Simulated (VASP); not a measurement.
# SiW8C8 in VASP: single point with PBE

Aim: the single point of SiW8C8 with PBE.

Program: VASP 6.6.1. These are calculated values, not measurements. Logs are shortened: lines on timing, memory, paths and dates and some standing lists are left out, and cuts for length are marked.

### Step 1. The cell of the first run

The cell holds a slab with vacuum, 17 atoms: a = 5.798 Å, b = 5.798 Å, c = 17.253 Å, α = 90.00°, β = 90.00°, γ = 120.00°.

### Step 2. Single point, PBE

The input, INCAR:

```
SYSTEM = SiW8C8
ALGO = Normal ; EDIFF = 1E-6
ENCUT = 520 ; GGA = PE
ISIF = 2 ; ISMEAR = 0
LASPH = .TRUE. ; LCHARG = .FALSE.
LREAL = Auto ; LWAVE = .FALSE.
NBANDS = 88 ; NELM = 80
PREC = Accurate ; SIGMA = 0.05
```

The input, KPOINTS:

```
k-points
0
G
  3 3 1
  0 0 0
```

The input, POSCAR:

```
SiW8C8
1.0
    5.7975800000      0.0000000000      0.0000000000
   -2.8987900000      5.0208520000      0.0000000000
    0.0000000000      0.0000000000     17.2532800000
W C Si
8 8 1
Direct
    0.0000000000      0.0000000000      0.0579599937
   -0.0063705264     -0.0016598776      0.2243571657
    0.0000000000      0.5000000000      0.0579599937
   -0.0077296216      0.4989491823      0.2202863456
    0.5000000000      0.0000000000      0.0579599937
    0.4939415340     -0.0032725521      0.2249907264
    0.5000000000      0.5000000000      0.0579599937
    0.4927330891      0.4971676122      0.2242811222
    0.3320770922      0.1648530966      0.1356266171
    0.3202589551      0.1672835606      0.2922844816
    0.3334572752      0.6669290391      0.1345852499
    0.3122328922      0.6656105378      0.2954158861
    0.8298933033      0.1633115256      0.1344710687
    0.8217716328      0.1762258676      0.2954395918
    0.8307651093      0.6664229497      0.1341030807
    0.8256177192      0.6621089409      0.2888934742
    1.0807278052      0.4056964834      0.3643373318
```

Potentials or basis: VASP PAW PBE potentials, release 64 (W_sv, C, Si).

Launch:

```bash
> cat potpaw_PBE.64/W_sv/POTCAR potpaw_PBE.64/C/POTCAR potpaw_PBE.64/Si/POTCAR > POTCAR
> mpirun -np 1 vasp_std > vasp.out
```

OUTCAR:

```text
SYSTEM = SiW8C8
   EDIFF = 1E-6
   ENCUT = 520
   GGA = PE
   ISIF = 2
   ISMEAR = 0
   LASPH = .TRUE.
   LREAL = Auto
   NELM = 80
   PREC = Accurate

 ion  position               nearest neighbor table
   1  0.000  0.000  0.058-  15 2.13  13 2.13   9 2.14   2 2.87   5 2.90   5 2.90   3 2.90   3 2.90
                             7 2.90   7 2.90
   2  0.994  0.998  0.224-  10 2.02  16 2.02  14 2.14  13 2.26  15 2.28   9 2.29   1 2.87   4 2.89
                             6 2.89   8 2.89   8 2.90   6 2.91   4 2.91  17 3.24
   3  0.000  0.500  0.058-  11 2.13  15 2.14  13 2.14   4 2.80   7 2.90   7 2.90   5 2.90   1 2.90
                             1 2.90   5 2.90
   4  0.992  0.499  0.220-  16 2.04  12 2.06  14 2.08  15 2.22  13 2.24  11 2.26  17 2.65   3 2.80
                             8 2.89   2 2.89   6 2.90   6 2.90   2 2.91   8 2.91
   5  0.500  0.000  0.058-  13 2.12  11 2.13   9 2.14   6 2.88   1 2.90   1 2.90   3 2.90   7 2.90
                             7 2.90   3 2.90
   6  0.494  0.997  0.225-  14 2.05  12 2.06  10 2.08   9 2.26  11 2.27  13 2.30   5 2.88   2 2.89
                             8 2.89   4 2.90   4 2.90   8 2.90   2 2.91
   7  0.500  0.500  0.058-  15 2.12  11 2.13   9 2.15   8 2.87   3 2.90   3 2.90   5 2.90   5 2.90
                             1 2.90   1 2.90
   8  0.493  0.497  0.224-  16 2.01  10 2.03  12 2.14   9 2.26  11 2.26  15 2.30   7 2.87   4 2.89
                             6 2.89   2 2.89   2 2.90   6 2.90   4 2.91  17 3.25
   9  0.332  0.165  0.136-   1 2.14   5 2.14   7 2.15   6 2.26   8 2.26   2 2.29
  10  0.320  0.167  0.292-   2 2.02   8 2.03   6 2.08
  11  0.333  0.667  0.135-   5 2.13   3 2.13   7 2.13   4 2.26   8 2.26   6 2.27
  12  0.312  0.666  0.295-  17 1.86   6 2.06   4 2.06   8 2.14
  13  0.830  0.163  0.134-   5 2.12   1 2.13   3 2.14   4 2.24   2 2.26   6 2.30
  14  0.822  0.176  0.295-  17 1.85   6 2.05   4 2.08   2 2.14
  15  0.831  0.666  0.134-   7 2.12   1 2.13   3 2.14   4 2.22   2 2.28   8 2.30
  16  0.826  0.662  0.289-   8 2.01   2 2.02   4 2.04
  17  0.081  0.406  0.364-  14 1.85  12 1.86   4 2.65   2 3.24   8 3.25

  LATTYP: Found a hexagonal cell.
 ALAT       =     5.7975800000
 C/A-ratio  =     2.9759451357

  Lattice vectors:

 A1 = (   5.7975800000,   0.0000000000,   0.0000000000)
 A2 = (  -2.8987900000,   5.0208520000,   0.0000000000)
 A3 = (   0.0000000000,   0.0000000000,  17.2532800000)

Analysis of symmetry for initial positions (statically):
=====================================================================
 Subroutine PRICEL returns:
 Original cell was already a primitive cell.

 Routine SETGRP: Setting up the symmetry group for a
 hexagonal supercell.

 Subroutine GETGRP returns: Found  1 space group operations
 (whereof  1 operations were pure point group operations)
 out of a pool of 24 trial point group operations.
[... 136 lines left out ...]
   NELECT =     148.0000    total number of electrons
   NUPDOWN=      -1.0000    fix difference up-down
   EMIN   =  10.00;   EMAX   =-10.00  energy-range for DOS
   EFERMI =   0.00;   METHOD = LEGACY
   ISMEAR =     0;   SIGMA  =   0.05  broadening in eV -4-tet -1-fermi 0-gaus
   EFERMI_NEDOS =   21; number of points for ismear=-14 and -15
   IALGO  =     38    algorithm
   IMIX   =      4    mixing-type and parameters
     AMIX     =   0.40;   BMIX     =  1.00
     AMIX_MAG =   1.60;   BMIX_MAG =  1.00
  volume/ion in A,a.u.               =      29.54       199.36
  Fermi-wavevector in a.u.,A,eV,Ry     =   1.089424  2.058712 16.147991  1.186844
  Thomas-Fermi vector in A             =   2.225627
   LORBIT       =      0    0 simple, 1 ext, 2 COOP (PROOUT), +10 PAW based schemes
   GGA     = PE    functional components
   LHFCALC =     F    Hartree Fock is set to
   AEXX    =    0.0000 exact exchange contribution
   IVDW    =     0    specifies the selected vdW correction
   LEPSILON=     F    determine dielectric tensor
   LRPA    =     F    only Hartree local field effects (RPA)
 non-spin polarized calculation
 Gauss-broadening in eV      SIGMA  =   0.05
  energy-cutoff  :      520.00
  volume of cell :      502.22
 maximum number of plane-waves:     13569
 NGX is ok and might be reduce to    48
   NGX = 21   NGY = 21   NGZ = 65

 number of electron     147.9999998 magnetization

 Free energy of the ion-electron system (eV)
  ---------------------------------------------------
  ext. energy  EPLUGINS =         0.00000000
  ---------------------------------------------------
  free energy    TOTEN  =      -169.37567795 eV

  energy without entropy =     -169.36274263  energy(sigma->0) =     -169.36921029

 E-fermi :   0.7742     XC(G=0):  -6.1302

 val. band max:        0.7470777826   @ k =   0.3333   0.3333   0.0000
 cond. band min:       0.8100287245   @ k =   0.0000   0.3333   0.0000
 fundamental gap:      0.0629509418
 Fermi energy:         0.7741873175

 k-point     1 :       0.0000    0.0000    0.0000
  band No.  band energies     occupation
      1     -73.2237      2.00000
      2     -73.1648      2.00000
      3     -73.1212      2.00000
      4     -73.1056      2.00000
      5     -73.1025      2.00000
      6     -73.0952      2.00000
[... 434 lines left out ...]
     85       3.2208      0.00000
     86       3.3201      0.00000
 [bands above 86 left out]

------------------------ aborting loop because EDIFF is reached ----------------------------------------

  FORCE on cell =-STRESS in cart. coord.  units (eV):
  Direction    XX          YY          ZZ          XY          YZ          ZX
  --------------------------------------------------------------------------------------
  -------------------------------------------------------------------------------------
  Total        5.6319373      5.4202591      0.5761708      0.4423643      0.2775341      2.3627129
  in kB       17.9668751     17.2915844      1.8380866      1.4112204      0.8853829      7.5374717
  external PRESSURE =      12.3655154 kB  Pullay stress =       0.0000000 kB

 VOLUME and BASIS-vectors are now :
 -----------------------------------------------------------------------------
  energy-cutoff  :      520.00
  volume of cell :      502.22
      direct lattice vectors                 reciprocal lattice vectors
     5.797580000  0.000000000  0.000000000     0.172485761  0.099584692  0.000000000
    -2.898790000  5.020852000  0.000000000     0.000000000  0.199169384  0.000000000
     0.000000000  0.000000000 17.253280000     0.000000000  0.000000000  0.057959994

 POSITION                                       TOTAL-FORCE (eV/Angst)
 -----------------------------------------------------------------------------------
      0.00000      0.00000      1.00000        -0.116341      0.053631      0.009457
      2.86667      5.01252      3.87090        -0.003348      0.046913     -0.036674
     -1.44939      2.51043      1.00000        -0.023645     -0.090485     -0.389373
      4.30642      2.50515      3.80066         0.014420      0.031241      0.024397
      2.89879      0.00000      1.00000        -0.094576     -0.070687      0.212722
     -0.02564      5.00442      3.88183        -0.006759      0.030339      0.014626
[... 9 lines left out ...]
      2.86727      3.32435      4.98436        -0.027925      0.072720      0.022846
     -0.70800      2.03694      6.28601         0.440490     -0.202714     -0.038667
 -----------------------------------------------------------------------------------
    total drift:                               -0.010579      0.001613      0.001183

  FREE ENERGIE OF THE ION-ELECTRON SYSTEM (eV)
  ---------------------------------------------------
  free  energy   TOTEN  =      -169.3756779530 eV

  energy  without entropy=     -169.3627426324  energy(sigma->0) =     -169.36921029
```

OSZICAR:

```text
N       E                     dE             d eps       ncg     rms          rms(c)
DAV:   1     0.171826088100E+04    0.17183E+04   -0.85940E+04  1040   0.158E+03
DAV:   2    -0.832932020527E+02   -0.18016E+04   -0.17650E+04  1032   0.469E+02
DAV:   3    -0.191888241924E+03   -0.10860E+03   -0.10551E+03  1080   0.113E+02
[... 21 lines left out ...]
DAV:  25    -0.169375650945E+03   -0.68280E-04   -0.31532E-06   720   0.639E-03    0.177E-03
DAV:  26    -0.169375669462E+03   -0.18518E-04   -0.90978E-07   672   0.305E-03    0.131E-03
DAV:  27    -0.169375675404E+03   -0.59415E-05   -0.30126E-07   608   0.174E-03    0.873E-04
DAV:  28    -0.169375677589E+03   -0.21848E-05   -0.17178E-07   592   0.130E-03    0.407E-04
DAV:  29    -0.169375677953E+03   -0.36426E-06   -0.73795E-08   472   0.857E-04
   1 F= -.16937568E+03 E0= -.16936921E+03  d E =-.129353E-01
```

It took 12 min on 1 thread of AMD EPYC 7R43 (Zen 3), shared host; peak memory 0.62 GiB.

What came out:

| Item | Value |
| --- | --- |
| Free energy | -169.3757 eV |
| Largest force | 0.486 eV/Å |
| Band gap on the k mesh | zero (bands 74 and 75 overlap by 0.46 eV) |

Forces in eV/Å, atoms in the order of the input:
```
W   -0.116  0.054  0.009
W   -0.003  0.047 -0.037
W   -0.024 -0.090 -0.389
W    0.014  0.031  0.024
W   -0.095 -0.071  0.213
W   -0.007  0.030  0.015
W   -0.202 -0.095 -0.004
W   -0.023  0.031 -0.037
C    0.004  0.007  0.001
C    0.011  0.065  0.116
C   -0.002  0.013 -0.002
C    0.033  0.081  0.056
C   -0.008  0.004  0.002
C    0.007  0.010  0.059
C   -0.001  0.012 -0.011
C   -0.028  0.073  0.023
Si   0.440 -0.203 -0.039
```

Levels at points of the mesh, in eV from the Fermi level:
```
           k point  band 70  band 71  band 72  band 73  band 74  band 75  band 76  band 77  band 78  band 79
(0.00, 0.00, 0.00)    -0.31     0.21     0.28     0.38     0.40     0.50     0.73     0.86     1.23     2.09
```

Caveat: the k points lie up to 0.42 Å⁻¹ apart; there is no dipole correction, which matters where the two faces differ; spin-orbit coupling is left out, which moves the levels of the heavy elements.

The gap in the log of VASP goes by the Fermi energy; the results here count the filled bands.